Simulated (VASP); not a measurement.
# MgB2 (P6/mmm) in VASP: a series of runs, part 2 of 2

VASP 6.6.1. Earlier steps stand in the parts before.

## Step 4: Single point, LDA

This run uses another cell than the first one, of 9.68 Å³/atom, 1.042 times its volume.

Contents of INCAR:

```
PREC = Accurate ; ENCUT = 520
EDIFF = 1E-7 ; ISMEAR = -1
SIGMA = 0.05 ; LREAL = False
LASPH = True ; NELM = 100
ALGO = Normal ; ISIF = 2
LWAVE = False ; LCHARG = False
GGA = CA ; NBANDS = 11
```

Contents of KPOINTS:

```
regular mesh
0
Gamma
  10 10 8
```

Contents of POSCAR:

```
MgB2
1.0
    3.0850000000      0.0000000000      0.0000000000
   -1.5425000000      2.6716883707      0.0000000000
    0.0000000000      0.0000000000      3.5230000000
Mg B
1 2
Direct
    0.0000000000      0.0000000000      0.0000000000
    0.6666666667      0.3333333333      0.5000000000
    0.3333333333      0.6666666667      0.5000000000
```

Potentials or basis: VASP PAW LDA potentials, release 64 (Mg, B).

Started as:

```bash
> cat potpaw_LDA.64/Mg/POTCAR potpaw_LDA.64/B/POTCAR > POTCAR
> mpirun -np 1 vasp_std > vasp.out
```

OUTCAR:

```text
PREC = Accurate
   ENCUT = 520
   EDIFF = 1E-7
   ISMEAR = -1
   LREAL = False
   LASPH = True
   NELM = 100
   ISIF = 2
   GGA = CA

 ion  position               nearest neighbor table
   1  0.000  0.000  0.000-   2 2.51   3 2.51   2 2.51   3 2.51   2 2.51   2 2.51   3 2.51   3 2.51
                             2 2.51   2 2.51   3 2.51   3 2.51
   2  0.667  0.333  0.500-   3 1.78   3 1.78   3 1.78   1 2.51   1 2.51   1 2.51   1 2.51   1 2.51
                             1 2.51
   3  0.333  0.667  0.500-   2 1.78   2 1.78   2 1.78   1 2.51   1 2.51   1 2.51   1 2.51   1 2.51
                             1 2.51

[... 528 lines left out ...]

 [... further k-points ...]
[... 5 lines left out ...]
  --------------------------------------------------------------------------------------
  -------------------------------------------------------------------------------------
  Total       -1.4965199     -1.4965199     -1.3930404      0.0000000     -0.0000000      0.0000000
  in kB      -82.5732684    -82.5732684    -76.8635917      0.0000000     -0.0000000      0.0000000
  external PRESSURE =     -80.6700428 kB  Pullay stress =       0.0000000 kB

 VOLUME and BASIS-vectors are now :
 -----------------------------------------------------------------------------
  energy-cutoff  :      520.00
  volume of cell :       29.04
      direct lattice vectors                 reciprocal lattice vectors
     3.085000000  0.000000000  0.000000000     0.324149109  0.187147575  0.000000000
    -1.542500000  2.671688371  0.000000000     0.000000000  0.374295150  0.000000000
     0.000000000  0.000000000  3.523000000     0.000000000  0.000000000  0.283848992

 POSITION                                       TOTAL-FORCE (eV/Angst)
 -----------------------------------------------------------------------------------
      0.00000      0.00000      0.00000         0.000000      0.000000      0.000000
      1.54250      0.89056      1.76150         0.000000      0.000000      0.000000
     -0.00000      1.78113      1.76150        -0.000000     -0.000000      0.000000
 -----------------------------------------------------------------------------------
    total drift:                                0.000000     -0.000000      0.000000

  FREE ENERGIE OF THE ION-ELECTRON SYSTEM (eV)
  ---------------------------------------------------
  free  energy   TOTEN  =       -17.2477504085 eV

  energy  without entropy=      -17.2414336505  energy(sigma->0) =      -17.24459203
```

It took 14 s on 1 thread of AMD EPYC 7R43 (Zen 3), shared host; peak memory 0.11 GiB.

What came out:

```yaml
Free_energy: -17.2478 eV
Pressure: -8.1 GPa
Band_gap_on_the_k_mesh: zero (band 4 reaches 6.34 eV, above the bottom of band 5 at 3.89 eV)
```

Stress tensor (GPa, compression positive):
```
-8.26  0.00  0.00
 0.00 -8.26  0.00
 0.00  0.00 -7.69
```

## Step 5: Single point, LDA (volume scaled by 1.02)

Contents of INCAR:

```
SYSTEM = MgB2
PREC = Accurate ; ENCUT = 520
EDIFF = 1E-7 ; ISMEAR = -1
SIGMA = 0.05 ; LREAL = .FALSE.
LASPH = .TRUE. ; NELM = 100
ALGO = Normal ; ISIF = 2
LWAVE = .FALSE. ; LCHARG = .TRUE.
LELF = .TRUE. ; LVHAR = .TRUE.
NBANDS = 11
```

Contents of KPOINTS:

```
regular mesh
0
G
  10 10 8
  0 0 0
```

Contents of POSCAR:

```
MgB2
1.0
    3.1054310590      0.0000000000      0.0000000000
   -1.5527155295      2.6893821868      0.0000000000
    0.0000000000      0.0000000000      3.5463318058
Mg B
1 2
Direct
    0.0000000000      0.0000000000      0.0000000000
    0.6666666667      0.3333333333      0.5000000000
    0.3333333333      0.6666666667      0.5000000000
```

Started as:

```bash
> cat potpaw_LDA.64/Mg/POTCAR potpaw_LDA.64/B/POTCAR > POTCAR
> mpirun -np 1 vasp_std > vasp.out
```

Wall time 14 s (1 thread of AMD EPYC 7R43 (Zen 3), shared host); peak memory 0.11 GiB.

Results (log left out):

| Item | Value |
| --- | --- |
| Free energy | -17.2140 eV |
| Pressure | -10.7 GPa |
| Band gap on the k mesh | zero (band 4 reaches 6.19 eV, above the bottom of band 5 at 3.76 eV) |

Stress tensor (GPa, compression positive):
```
-11.22   0.00   0.00
  0.00 -11.22   0.00
  0.00   0.00  -9.54
```

Levels at points of the mesh, in eV from the Fermi level:
```
           k point  band 1  band 2  band 3  band 4  band 5  band 6  band 7  band 8  band 9
(0.00, 0.00, 0.00)  -12.21   -2.93    0.31    0.31    1.55    6.15    6.15    7.96    9.61
(0.50, 0.00, 0.00)   -8.37   -7.72   -2.17    0.18    2.97    3.81    5.17    6.76   12.13
(0.00, 0.00, 0.50)  -10.93   -7.37    0.68    0.68    6.50    6.50    7.73    9.63    9.66
(0.50, 0.00, 0.50)   -7.40   -6.81   -3.55   -1.88   -1.36    5.59    8.36    8.64   12.61
```

Caveat: the cell differs from its parent crystal (volume scaled by 1.02).

## Step 6: The runs side by side

```csv
level,potentials or basis,cell,gap on the mesh (eV),pressure (GPa)
PBEsol,"VASP PAW PBE potentials, release 64 (Mg, B)","a = 3.043, b = 3.043, c = 3.475 Å, angles 90.0, 90.0, 120.0°, 3 atoms",none,3.4
PBEsol,"VASP PAW PBE potentials, release 64 (Mg, B)","a = 3.064, b = 3.064, c = 3.499 Å, angles 90.0, 90.0, 120.0°, 3 atoms",none,0.0
LDA,"VASP PAW LDA potentials, release 64 (Mg, B)","a = 3.085, b = 3.085, c = 3.523 Å, angles 90.0, 90.0, 120.0°, 3 atoms",none,-8.1
LDA,"VASP PAW LDA potentials, release 64 (Mg, B)","a = 3.105, b = 3.105, c = 3.546 Å, angles 90.0, 90.0, 120.0°, 3 atoms",none,-10.7
```

Alike in all rows: task single point; no spin polarisation; k mesh 10 × 10 × 8; cutoff (eV) 520; smearing fermi-dirac 0.05 eV.

Caveats: the PAW data sets were made with another functional, which shifts forces and pressure a little (some runs).

Total energies depend on the potentials used, so only differences within one code and one set of settings carry meaning.
